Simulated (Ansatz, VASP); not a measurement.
Be3S5: VASP beside Ansatz

```xyz
8
Lattice="2.8592 1.6508 4.9430 -2.8592 1.6508 4.9430 0.0000 -3.3015 4.9430" Properties=species:S:1:pos:R:3 pbc="T T T"
Be    0.0000   -1.6508    2.4715
Be    1.4296    0.8254    2.4715
Be   -1.4296    0.8254    2.4715
S     0.0000    0.0000   13.3868
S     0.0000    0.0000    1.4422
S     0.0000    0.0000    7.4145
S     0.0000    0.0000    5.0283
S     0.0000    0.0000    9.8006
```

Alike in both runs: functional PBE; k mesh 4 × 4 × 4; occupations gaussian, width 0.2 eV; no spin polarisation.

Ansatz relaxed the structure, and its values are those at the end. VASP's run is a single point on that final structure, the one shown.

|  | VASP | Ansatz |
| --- | --- | --- |
| version | VASP 6.6.1 | Ansatz 0.2.0 |
| potentials or method | VASP PAW PBE potentials, release 64 (Be, S), cutoff 600 eV | scalar-relativistic, plane waves, PAW |
| valence electrons in the cell | 36 | 36 |

```tsv
	VASP	Ansatz	Ansatz less VASP
gap on the k mesh at the Fermi level (eV)	none	none	-
pressure (GPa)	0.1	0.1	+0.05
rms of the force components (eV/Å)	0.005	0.001	-0.0043
```

A gap of «none» marks a metal or a gap that the smearing closes.
